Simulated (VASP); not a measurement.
Wanted: the native input for a VASP 6.6.1 run.

- Task: relaxation of cell and atoms
- Functional: PBE
- Potentials or basis: VASP PAW PBE potentials, release 64 (Sn_d, Pb_d, O)
- Cutoff: 600 eV
- k mesh: 4 × 4 × 4
- Occupations: gaussian, width 0.1 eV
- Spin: no spin polarisation
- Dipole correction: no
- Further INCAR settings: ALGO = Normal; EDIFF = 1e-07; IBRION = 2; EDIFFG = -0.04; NSW = 90; ISIF = 3

The structure of SnPbO2 lies in POSCAR:

```
SnPbO2
1.0
    3.8862432600      0.0000000000      0.0000000000
    0.0000000000      3.8862432600      0.0000000000
    0.0000000000      0.0000000000      5.1108518100
Sn Pb O
1 1 2
Direct
    0.5000000000      0.5000000000      0.2259747800
    0.0000000000      0.0000000000      0.7740252200
    0.5000000000      0.0000000000      0.0000000000
    0.0000000000      0.5000000000      0.0000000000
```

One way to write it, as run:

INCAR

```
SYSTEM = SnPbO2
PREC = Accurate ; ENCUT = 600
EDIFF = 1E-7 ; ISMEAR = 0
SIGMA = 0.1 ; LREAL = .False.
LASPH = .True. ; NELM = 80
ALGO = Normal ; ISIF = 3
LWAVE = .False. ; LCHARG = .False.
GGA = PE ; IBRION = 2
NSW = 90 ; EDIFFG = -0.04
```

KPOINTS

```
Automatic mesh
0
Gamma
  4 4 4
  0 0 0
```

Potentials or basis: VASP PAW PBE potentials, release 64 (Sn_d, Pb_d, O).

The run is started by

```bash
$ cat potpaw_PBE.64/Sn_d/POTCAR potpaw_PBE.64/Pb_d/POTCAR potpaw_PBE.64/O/POTCAR > POTCAR
$ mpirun -np 1 vasp_std > vasp.out
```

It gave:

```json
{
 "Relaxed volume": "20.19 Å³/atom",
 "Relaxed cell": "a = 3.950 Å, b = 3.950 Å, c = 5.176 Å, α = 90.00°, β = 90.00°, γ = 90.00°",
 "Space group after relaxing (to 0.1 Å)": "P4mm (No. 99)",
 "Energy gained by relaxing": "47.6 meV/atom",
 "Ionic steps": "5",
 "Pressure after relaxing": "0.0 GPa",
 "Largest force after relaxing": "0.027 eV/Å",
 "Band gap on the k mesh": "1.04 eV (least direct gap 2.08 eV)"
}
```

Caveat: spin-orbit coupling is left out, which moves the levels of the heavy elements.

Run time: 5.3 min on 1 thread of Oxide Virtual Turin-like Processor, on a shared host, peak memory 0.2 GiB.
